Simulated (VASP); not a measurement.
# HfB2 (P6/mmm) in VASP: a series of runs, part 2 of 3

VASP 6.6.1. Earlier steps stand in the parts before.

### 3 Electric field gradients, PBEsol (volume scaled by 1.02)

File INCAR:

```
SYSTEM = HfB2
ALGO     = Normal         ! electronic algorithm
EDIFF    = 1E-8           ! SCF threshold, eV
ENCUT    = 520            ! plane-wave cutoff, eV
GGA      = PS             ! functional
ISIF     = 2              ! what is computed and relaxed
ISMEAR   = -1             ! smearing method
LASPH    = .TRUE.         ! aspherical terms in the spheres
LCHARG   = .FALSE.        ! write CHGCAR
LEFG     = .TRUE.       
LREAL    = .FALSE.        ! projectors in reciprocal space
LWAVE    = .FALSE.        ! write WAVECAR
NBANDS   = 15             ! bands
NELM     = 100            ! most SCF steps
PREC     = Accurate       ! precision mode
SIGMA    = 0.03           ! smearing width, eV
```

File KPOINTS:

```
k-points
0
G
  15 15 12
  0 0 0
```

File POSCAR:

```
HfB2
1.0
    3.1607954092      0.0000000000      0.0000000000
   -1.5803977046      2.7373291205      0.0000000000
    0.0000000000      0.0000000000      3.5030470293
Hf B
1 2
Direct
    0.0000000000      0.0000000000      0.0000000000
    0.3333333333      0.6666666667      0.5000000000
    0.6666666667      0.3333333333      0.5000000000
```

Potentials or basis: VASP PAW PBE potentials, release 64 (Hf_pv, B).

The run is started by

```
$ cat potpaw_PBE.64/Hf_pv/POTCAR potpaw_PBE.64/B/POTCAR > POTCAR
$ mpirun -np 1 vasp_std > vasp.out
```

OUTCAR:

```text
SYSTEM = HfB2
   EDIFF = 1E-8
   ENCUT = 520
   GGA = PS
   ISIF = 2
   ISMEAR = -1
   LASPH = .TRUE.
   LREAL = .FALSE.
   NELM = 100
   PREC = Accurate

 ion  position               nearest neighbor table
   1  0.000  0.000  0.000-   2 2.53   3 2.53   2 2.53   3 2.53   2 2.53   2 2.53   3 2.53   3 2.53
                             3 2.53   3 2.53   2 2.53   2 2.53
   2  0.333  0.667  0.500-   3 1.82   3 1.82   3 1.82   1 2.53   1 2.53   1 2.53   1 2.53   1 2.53
                             1 2.53
   3  0.667  0.333  0.500-   2 1.82   2 1.82   2 1.82   1 2.53   1 2.53   1 2.53   1 2.53   1 2.53
                             1 2.53

  LATTYP: Found a hexagonal cell.
 ALAT       =     3.1607954092
 C/A-ratio  =     1.1082802193

  Lattice vectors:

 A1 = (   3.1607954092,   0.0000000000,   0.0000000000)
 A2 = (  -1.5803977046,   2.7373291205,   0.0000000000)
 A3 = (   0.0000000000,   0.0000000000,   3.5030470293)

Analysis of symmetry for initial positions (statically):
=====================================================================
 Subroutine PRICEL returns:
 Original cell was already a primitive cell.

 Routine SETGRP: Setting up the symmetry group for a
 hexagonal supercell.

 Subroutine GETGRP returns: Found 24 space group operations
 (whereof 24 operations were pure point group operations)
 out of a pool of 24 trial point group operations.

The static configuration has the point symmetry D_6h.

Analysis of symmetry for dynamics (positions and initial velocities):
[... 181 lines left out ...]
     12      11.9541      0.00000
     13      12.3096      0.00000
     14      12.3096      0.00000
[... 401 lines left out ...]
      2     -23.1108      2.00000
      3     -23.0878      2.00000
      4      -1.6006      2.00000
      5      -1.3079      2.00000
      6       1.3782      2.00000
      7       3.8815      2.00000
      8       6.3506      2.00000
      9       7.1510      1.99970
     10      10.2987      0.00000
     11      11.9107      0.00000
     12      14.1391      0.00000
     13      16.0159      0.00000
     14      17.2098      0.00000
     15      17.6056      0.00000

 [... further k-points ...]
[... 5 lines left out ...]
  --------------------------------------------------------------------------------------
  -------------------------------------------------------------------------------------
  Total       -1.7094040     -1.7094040     -1.8081181      0.0000000      0.0000000      0.0000000
  in kB      -90.3620196    -90.3620196    -95.5802179      0.0000000      0.0000000      0.0000000
  external PRESSURE =     -92.1014191 kB  Pullay stress =       0.0000000 kB

 VOLUME and BASIS-vectors are now :
 -----------------------------------------------------------------------------
  energy-cutoff  :      520.00
  volume of cell :       30.31
      direct lattice vectors                 reciprocal lattice vectors
     3.160795409  0.000000000  0.000000000     0.316376061  0.182659804  0.000000000
    -1.580397705  2.737329121  0.000000000     0.000000000  0.365319608  0.000000000
     0.000000000  0.000000000  3.503047029     0.000000000  0.000000000  0.285465765

 POSITION                                       TOTAL-FORCE (eV/Angst)
 -----------------------------------------------------------------------------------
      0.00000      0.00000      0.00000         0.000000      0.000000     -0.000000
     -0.00000      1.82489      1.75152        -0.000000      0.000000     -0.000000
      1.58040      0.91244      1.75152         0.000000     -0.000000      0.000000
 -----------------------------------------------------------------------------------
    total drift:                               -0.000000      0.000000      0.000000

  FREE ENERGIE OF THE ION-ELECTRON SYSTEM (eV)
  ---------------------------------------------------
  free  energy   TOTEN  =       -27.8332801349 eV

  energy  without entropy=      -27.8325674575  energy(sigma->0) =      -27.83292380

 Electric field gradients (V/A^2)
---------------------------------------------------------------------
 ion       V_xx      V_yy      V_zz      V_xy      V_xz      V_yz
---------------------------------------------------------------------
   1     -39.895   -39.895    79.790     0.000    -0.000    -0.000
   2      -0.868    -0.868     1.737    -0.000     0.000     0.000
   3      -0.868    -0.868     1.737    -0.000     0.000     0.000
---------------------------------------------------------------------

 Electric field gradients after diagonalization (V/A^2)
 (convention: |V_zz| > |V_xx| > |V_yy|)
----------------------------------------------------------------------
 ion       V_xx      V_yy      V_zz     asymmetry (V_yy - V_xx)/ V_zz
----------------------------------------------------------------------
   1     -39.895   -39.895    79.790       0.000
   2      -0.868    -0.868     1.737       0.000
   3      -0.868    -0.868     1.737       0.000
----------------------------------------------------------------------

           NMR quadrupolar parameters

 Cq : quadrupolar parameter    Cq=e*Q*V_zz/h
 eta: asymmetry parameters     (V_yy - V_xx)/ V_zz
 Q  : nuclear electric quadrupole moment in mb (millibarn)
----------------------------------------------------------------------
 ion       Cq(MHz)       eta       Q (mb)
----------------------------------------------------------------------
   1       0.193       0.000       1.000
   2       0.004       0.000       1.000
   3       0.004       0.000       1.000
----------------------------------------------------------------------
```

OSZICAR:

```text
N       E                     dE             d eps       ncg     rms          rms(c)
DAV:   1     0.265968086007E+02    0.26597E+02   -0.80316E+03  5670   0.101E+03
DAV:   2    -0.285080765773E+02   -0.55105E+02   -0.51554E+02  7683   0.219E+02
DAV:   3    -0.300131989172E+02   -0.15051E+01   -0.14995E+01  7378   0.266E+01
DAV:   4    -0.300195103224E+02   -0.63114E-02   -0.63099E-02  6727   0.212E+00
DAV:   5    -0.300195494376E+02   -0.39115E-04   -0.39114E-04  7371   0.147E-01    0.516E+01
DAV:   6    -0.279468307263E+02    0.20727E+01   -0.25166E+00  6846   0.114E+01    0.377E+01
DAV:   7    -0.278981166802E+02    0.48714E-01   -0.88535E-01  7238   0.679E+00    0.109E+01
DAV:   8    -0.278379228131E+02    0.60194E-01   -0.22989E-01  6713   0.359E+00    0.151E+00
DAV:   9    -0.278335839474E+02    0.43389E-02   -0.20417E-02  6615   0.114E+00    0.430E-01
DAV:  10    -0.278332739324E+02    0.31001E-03   -0.95308E-04  7112   0.261E-01    0.242E-01
DAV:  11    -0.278332824615E+02   -0.85291E-05   -0.71700E-05  6825   0.628E-02    0.951E-02
DAV:  12    -0.278332800877E+02    0.23737E-05   -0.36079E-06  6846   0.138E-02    0.620E-03
DAV:  13    -0.278332801149E+02   -0.27214E-07   -0.26145E-07  7336   0.397E-03    0.154E-03
DAV:  14    -0.278332801262E+02   -0.11303E-07   -0.28449E-08  6692   0.135E-03    0.609E-04
DAV:  15    -0.278332801349E+02   -0.86268E-08   -0.18020E-09  3276   0.350E-04
   1 F= -.27833280E+02 E0= -.27832924E+02  d E =-.712677E-03
```

It took 26 s on 1 thread of Intel Xeon 6975P-C (Granite Rapids), shared host; peak memory 0.21 GiB.

What came out:

- Free energy: -27.8333 eV
- Pressure: -9.2 GPa
- Band gap on the k mesh: zero (band 8 reaches 8.15 eV, above the bottom of band 9 at 7.15 eV)

Levels at points of the mesh, in eV from the Fermi level:
| k point | band 4 | band 5 | band 6 | band 7 | band 8 | band 9 | band 10 | band 11 | band 12 | band 13 |
| --- | --- | --- | --- | --- | --- | --- | --- | --- | --- | --- |
| (0.00, 0.00, 0.00) | -13.63 | -3.01 | -2.86 | -2.86 | -2.77 | 3.87 | 3.87 | 4.54 | 4.54 | 4.89 |
| (0.00, 0.00, 0.50) | -11.27 | -8.32 | -1.17 | -1.17 | 0.27 | 0.27 | 0.94 | 0.94 | 2.13 | 5.03 |

Electric field gradients, principal values (V/Å²):
| atom | least | middle | greatest (by size) |
| --- | --- | --- | --- |
| 1 Hf | -39.895 | -39.895 | 79.790 |
| 2 B | -0.868 | -0.868 | 1.737 |
| 3 B | -0.868 | -0.868 | 1.737 |

Caveat: without QUAD_EFG the Cq values of the log hold for a quadrupole moment of 1 mb, not for the nuclei; the PAW data sets were made with another functional, which shifts forces and pressure a little; spin-orbit coupling is left out, which moves the levels of the heavy elements.

### 4 Electric field gradients, PBEsol (volume scaled by 1.06)

File INCAR:

```
SYSTEM = HfB2
PREC = Accurate
ENCUT = 520
EDIFF = 1E-8
ISMEAR = -1
SIGMA = 0.03
LREAL = .FALSE.
LASPH = .TRUE.
NELM = 80
ALGO = Normal
ISIF = 2
LWAVE = .FALSE.
LCHARG = .FALSE.
GGA = PS
LEFG = .TRUE.
NBANDS = 15
```

File KPOINTS:

```
regular mesh
0
G
  15 15 12
  0 0 0
```

File POSCAR:

```
HfB2
1.0
    3.2015843649      0.0000000000      0.0000000000
   -1.6007921825      2.7726533923      0.0000000000
    0.0000000000      0.0000000000      3.5482526220
Hf B
1 2
Direct
    0.0000000000      0.0000000000      0.0000000000
    0.3333333333      0.6666666667      0.5000000000
    0.6666666667      0.3333333333      0.5000000000
```

Potentials or basis: VASP PAW PBE potentials, release 64 (Hf_pv, B).

The run is started by

```
$ cat potpaw_PBE.64/Hf_pv/POTCAR potpaw_PBE.64/B/POTCAR > POTCAR
$ mpirun -np 1 vasp_std > vasp.out
```

OUTCAR:

```text
SYSTEM = HfB2
   PREC = Accurate
   ENCUT = 520
   EDIFF = 1E-8
   ISMEAR = -1
   LREAL = .FALSE.
   LASPH = .TRUE.
   NELM = 80
   ISIF = 2
   GGA = PS

 ion  position               nearest neighbor table
   1  0.000  0.000  0.000-   2 2.56   3 2.56   2 2.56   3 2.56   2 2.56   2 2.56   3 2.56   3 2.56
                             3 2.56   3 2.56   2 2.56   2 2.56
   2  0.333  0.667  0.500-   3 1.85   3 1.85   3 1.85   1 2.56   1 2.56   1 2.56   1 2.56   1 2.56
                             1 2.56
   3  0.667  0.333  0.500-   2 1.85   2 1.85   2 1.85   1 2.56   1 2.56   1 2.56   1 2.56   1 2.56
                             1 2.56

  LATTYP: Found a hexagonal cell.
 ALAT       =     3.2015843649
 C/A-ratio  =     1.1082802193

  Lattice vectors:

 A1 = (   3.2015843649,   0.0000000000,   0.0000000000)
 A2 = (  -1.6007921825,   2.7726533923,   0.0000000000)
 A3 = (   0.0000000000,   0.0000000000,   3.5482526220)

Analysis of symmetry for initial positions (statically):
=====================================================================
 Subroutine PRICEL returns:
 Original cell was already a primitive cell.

 Routine SETGRP: Setting up the symmetry group for a
 hexagonal supercell.

 Subroutine GETGRP returns: Found 24 space group operations
 (whereof 24 operations were pure point group operations)
 out of a pool of 24 trial point group operations.

The static configuration has the point symmetry D_6h.

Analysis of symmetry for dynamics (positions and initial velocities):
=====================================================================
 Subroutine PRICEL returns:
 Original cell was already a primitive cell.

[... 592 lines left out ...]
     13      15.2473      0.00000
     14      16.4853      0.00000
     15      16.8584      0.00000

 [... further k-points ...]

------------------------ aborting loop because EDIFF is reached ----------------------------------------

  FORCE on cell =-STRESS in cart. coord.  units (eV):
  Direction    XX          YY          ZZ          XY          YZ          ZX
  --------------------------------------------------------------------------------------
  -------------------------------------------------------------------------------------
  Total       -3.4535354     -3.4535354     -3.3333972      0.0000000     -0.0000000     -0.0000000
  in kB     -175.6707419   -175.6707419   -169.5596761      0.0000000     -0.0000000     -0.0000000
  external PRESSURE =    -173.6337200 kB  Pullay stress =       0.0000000 kB

 VOLUME and BASIS-vectors are now :
 -----------------------------------------------------------------------------
  energy-cutoff  :      520.00
  volume of cell :       31.50
      direct lattice vectors                 reciprocal lattice vectors
     3.201584365  0.000000000  0.000000000     0.312345353  0.180332674  0.000000000
    -1.600792182  2.772653392  0.000000000     0.000000000  0.360665348  0.000000000
     0.000000000  0.000000000  3.548252622     0.000000000  0.000000000  0.281828862

 POSITION                                       TOTAL-FORCE (eV/Angst)
 -----------------------------------------------------------------------------------
      0.00000      0.00000      0.00000        -0.000000      0.000000      0.000000
     -0.00000      1.84844      1.77413         0.000000     -0.000000      0.000000
      1.60079      0.92422      1.77413        -0.000000      0.000000      0.000000
 -----------------------------------------------------------------------------------
    total drift:                               -0.000000      0.000000      0.000000

  FREE ENERGIE OF THE ION-ELECTRON SYSTEM (eV)
  ---------------------------------------------------
  free  energy   TOTEN  =       -27.7342255887 eV

  energy  without entropy=      -27.7335009130  energy(sigma->0) =      -27.73386325

 Electric field gradients (V/A^2)
---------------------------------------------------------------------
 ion       V_xx      V_yy      V_zz      V_xy      V_xz      V_yz
---------------------------------------------------------------------
   1     -38.980   -38.979    77.959     0.000    -0.000    -0.000
   2      -0.862    -0.862     1.724    -0.000     0.000    -0.000
   3      -0.862    -0.862     1.724    -0.000     0.000     0.000
---------------------------------------------------------------------

 Electric field gradients after diagonalization (V/A^2)
 (convention: |V_zz| > |V_xx| > |V_yy|)
----------------------------------------------------------------------
 ion       V_xx      V_yy      V_zz     asymmetry (V_yy - V_xx)/ V_zz
----------------------------------------------------------------------
   1     -38.980   -38.979    77.959       0.000
   2      -0.862    -0.862     1.724       0.000
   3      -0.862    -0.862     1.724       0.000
----------------------------------------------------------------------

           NMR quadrupolar parameters

 Cq : quadrupolar parameter    Cq=e*Q*V_zz/h
 eta: asymmetry parameters     (V_yy - V_xx)/ V_zz
 Q  : nuclear electric quadrupole moment in mb (millibarn)
----------------------------------------------------------------------
 ion       Cq(MHz)       eta       Q (mb)
----------------------------------------------------------------------
   1       0.189       0.000       1.000
   2       0.004       0.000       1.000
   3       0.004       0.000       1.000
----------------------------------------------------------------------
```

stdout:

```text
POSCAR found type information on POSCAR HfB
 POSCAR found :  2 types and       3 ions
 scaLAPACK will be used
 -----------------------------------------------------------------------------
|                                                                             |
|                                                                             |
|     You enforced a specific xc type in the INCAR file but a different       |
|     I HOPE YOU KNOW WHAT YOU ARE DOING!                                     |
|                                                                             |
 -----------------------------------------------------------------------------

 LDA part: xc-table for (Slater+PW92), standard interpolation
 POSCAR, INCAR and KPOINTS ok, starting setup
 FFT: planning ... GRIDC
 FFT: planning ... GRID_SOFT
 FFT: planning ... GRID
 WAVECAR not read
 entering main loop
ion   1

ion   2

ion   3
```

Run time: 25 s. Hardware: 1 thread of Intel Xeon 6975P-C (Granite Rapids), shared host; peak memory 0.21 GiB.

Results:

```
Free energy            : -27.7342 eV
Pressure               : -17.4 GPa
Band gap on the k mesh : zero (band 8 reaches 7.82 eV, above the bottom of band 9 at 6.87 eV)
```

Levels at points of the mesh, in eV from the Fermi level:
```tsv
k point	band 6	band 7	band 8	band 9	band 10	band 11
(0.00, 0.00, 0.00)	-2.79	-2.79	-2.78	3.69	3.69	4.34
(0.00, 0.00, 0.50)	-1.16	-1.16	0.25	0.25	0.90	0.90
```

Electric field gradients, principal values (V/Å²):
```csv
atom,least,middle,greatest (by size)
1 Hf,-38.979,-38.980,77.959
2 B,-0.862,-0.862,1.724
3 B,-0.862,-0.862,1.724
```

Caveat: without QUAD_EFG the Cq values of the log hold for a quadrupole moment of 1 mb, not for the nuclei; the PAW data sets were made with another functional, which shifts forces and pressure a little; spin-orbit coupling is left out, which moves the levels of the heavy elements.

(Part 2 of 3 ends here.)
